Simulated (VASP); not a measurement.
Runs of VASP 6.6.1 on FeNi3. The structure is that of space group I4/mmm (No. 139), or close to it. The cells are those of the table. 

| spin | cell | gap on the mesh (eV) | pressure (GPa) |
| --- | --- | --- | --- |
| collinear, ferromagnetic start | a = 4.333 Å, angles 131.9, 131.9, 70.4°, 4 atoms | none | -8.5 |
| off | a = 4.579 Å, angles 131.9, 131.9, 70.4°, 4 atoms | none | (a) |
| off | a = 4.390 Å, angles 131.9, 131.9, 70.4°, 4 atoms | none | (b) |
| off | a = 4.333 Å, angles 131.9, 131.9, 70.4°, 4 atoms | none | -16.6 |
| off | a = 4.473 Å, angles 131.9, 131.9, 70.4°, 4 atoms | none | -29.1 |

Alike in all rows: task single point; level PBEsol; potentials or basis VASP PAW PBE potentials, release 64 (Fe, Ni); k mesh 16 × 16 × 16; cutoff (eV) 520; smearing gaussian 0.1 eV.

**Question.** Fill in the values left out.

**Answer.** (a) -34.2; (b) -22.7.

Caveats: the cell stands under tension; the PAW data sets were made with another functional, which shifts forces and pressure a little.

A gap of «none» marks levels without a gap at the run's occupations.
